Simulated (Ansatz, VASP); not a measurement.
One calculation of MgB2, two programs

Contents of INCAR:

```
PREC = Accurate ; ENCUT = 520
EDIFF = 1E-7 ; ISMEAR = 0
SIGMA = 0.1 ; LREAL = F
LASPH = T ; NELM = 60
ALGO = Normal ; ISIF = 2
LWAVE = F ; LCHARG = F
GGA = CA ; NBANDS = 11
```

The input KPOINTS:

```
regular mesh
0
Gamma
  6 6 6
```

POSCAR

```
MgB2
1.0
    3.0850000000      0.0000000000      0.0000000000
   -1.5425000000      2.6716883707      0.0000000000
    0.0000000000      0.0000000000      3.5230000000
Mg B
1 2
Direct
    0.0000000000      0.0000000000      0.0000000000
    0.3333333333      0.6666666667      0.5000000000
    0.6666666667      0.3333333333      0.5000000000
```

Input for Ansatz:

```yaml
crystal:
  lattice:
    - [3.085, 0.0, 0.0]
    - [-1.5425, 2.6716883707, 0.0]
    - [0.0, 0.0, 3.523]
  atoms:
    - { symbol: Mg, position: [0.0, 0.0, 0.0] }
    - { symbol: B, position: [0.3333333333, 0.6666666667, 0.5] }
    - { symbol: B, position: [0.6666666667, 0.3333333333, 0.5] }
basis:
  ecutwfc: 420
kpoints:
  mp_grid: { grid: [6, 6, 6] }
hamiltonian:
  xc: lda
scf:
  occupations: { method: gaussian, width: 0.1 }
output:
  forces: true
  stress: true
  eigenvalues: true
```

Alike in both runs: task single point; functional LDA; k mesh 6 × 6 × 6; occupations gaussian, width 0.1 eV; no spin polarisation.

|  | VASP | Ansatz |
| --- | --- | --- |
| version | VASP 6.6.1 | Ansatz 0.2.0 |
| potentials or method | VASP PAW LDA potentials, release 64 (Mg, B), cutoff 520 eV | scalar-relativistic, plane waves, PAW |
| valence electrons in the cell | 8 | 16 |

Ansatz gave:

- gap on the k mesh at the Fermi level (eV): none
- pressure (GPa): -7.5
- traceless stress, the component that is largest in VASP (GPa): -0.16

Problem. Which values does VASP return?

Solution. gap on the k mesh at the Fermi level (eV): none; pressure (GPa): -8.1; traceless stress, the component that is largest in VASP (GPa): -0.26.

LDA's correlation is that of Perdew and Zunger in VASP and of Perdew and Wang (1992) in Ansatz. A gap of «none» marks a metal or a gap that the smearing closes. VASP's potentials hold 8 valence electrons a cell and Ansatz's 16, so a difference there can come from the potentials and not from the codes.

The k mesh is coarse, so the values compare programs but aren't converged.
